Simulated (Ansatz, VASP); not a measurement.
## Two plane-wave programs on PbS

INCAR

```
SYSTEM = PbS
PREC = Accurate
ENCUT = 520
EDIFF = 1E-6
ISMEAR = 0
SIGMA = 0.01
LREAL = .False.
LASPH = .True.
NELM = 80
ALGO = Normal
ISIF = 2
LWAVE = .False.
LCHARG = .False.
GGA = PS
NBANDS = 28
```

File KPOINTS:

```
Automatic mesh
0
Gamma
  6 6 6
  0 0 0
```

POSCAR

```
PbS
1.0
    2.0229387454     -5.8270683806      0.0000000000
    2.0229387454      5.8270683806      0.0000000000
    0.0000000000      0.0000000000      4.1620197300
Pb S
2 2
Direct
    0.8694366500      0.1305633500      0.7500000000
    0.1305633500      0.8694366500      0.2500000000
    0.6452029100      0.3547970900      0.7500000000
    0.3547970900      0.6452029100      0.2500000000
```

Input for Ansatz:

```yaml
crystal:
  lattice:
    - [2.022938745357852, -5.827068380596118, 0.0]
    - [2.022938745357852, 5.827068380596118, 0.0]
    - [0.0, 0.0, 4.162019730048371]
  atoms:
    - { symbol: Pb, position: [0.86943665, 0.13056335, 0.75] }
    - { symbol: Pb, position: [0.13056335, 0.86943665, 0.25] }
    - { symbol: S, position: [0.64520291, 0.35479709, 0.75] }
    - { symbol: S, position: [0.35479709, 0.64520291, 0.25] }
basis:
  ecutwfc: 500.0
kpoints:
  mp_grid:
    grid: [6, 6, 6]
hamiltonian:
  xc: pbesol
scf:
  occupations:
    method: fixed
output:
  stress: true
```

Alike in both runs: task single point; functional PBEsol; k mesh 6 × 6 × 6; no spin polarisation.

|  | VASP | Ansatz |
| --- | --- | --- |
| version | VASP 6.6.1 | Ansatz 0.2.0 |
| potentials or method | VASP PAW PBE potentials, release 64 (Pb_d, S), cutoff 520 eV | plane waves, PAW |
| occupations | gaussian, width 0.01 eV | fixed |
| valence electrons in the cell | 40 | 40 |

```csv
,VASP,Ansatz,Ansatz less VASP
pressure (GPa),3.1,3.1,+0.03
"traceless stress, the component that is largest in VASP (GPa)",0.29,0.32,+0.037
```

VASP's potentials were made for PBE, not for PBEsol.

Neither program's run includes spin-orbit coupling.
